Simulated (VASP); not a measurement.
A run of VASP 6.6.1 is set up as follows.

Contents of INCAR:

```
PREC     = Accurate       # precision mode
ENCUT    = 500            # plane-wave cutoff, eV
EDIFF    = 1E-6           # SCF threshold, eV
ISMEAR   = -1             # smearing method
SIGMA    = 0.02           # smearing width, eV
LREAL    = False          # projectors in reciprocal space
LASPH    = True           # aspherical terms in the spheres
NELM     = 120            # most SCF steps
ALGO     = Normal         # electronic algorithm
ISIF     = 2              # what is computed and relaxed
LWAVE    = False          # write WAVECAR
LCHARG   = False          # write CHGCAR
NBANDS   = 26             # bands
GGA_COMPAT= False
```

The input KPOINTS:

```
Automatic mesh
0
Gamma
  6 6 4
```

POSCAR

```
CdGeAs2
1.0
    4.0763717154      0.0000000000      0.0000000000
    0.0000000000      4.0763717154      0.0000000000
    0.0000000000      0.0000000000      6.1183213173
Cd As Ge
1 2 1
Direct
    0.0000000000      0.0000000000      0.0000000000
    0.0000000000      0.5000000000      0.2672334420
    0.5000000000      0.0000000000      0.7327665580
    0.5000000000      0.5000000000      0.5000000000
```

Potentials or basis: VASP PAW LDA potentials, release 64 (Cd, As, Ge_d).

Command:

```sh
$ cat potpaw_LDA.64/Cd/POTCAR potpaw_LDA.64/As/POTCAR potpaw_LDA.64/Ge_d/POTCAR > POTCAR
$ mpirun -np 1 vasp_std > vasp.out
```

(1) Predict the pressure.

(2) Predict the largest force.

(3) What does it give for the band gap on the k mesh?

Results:

(1) -2.2 GPa.

(2) 0.181 eV/Å.

(3) zero (bands 18 and 19 overlap by 0.30 eV).
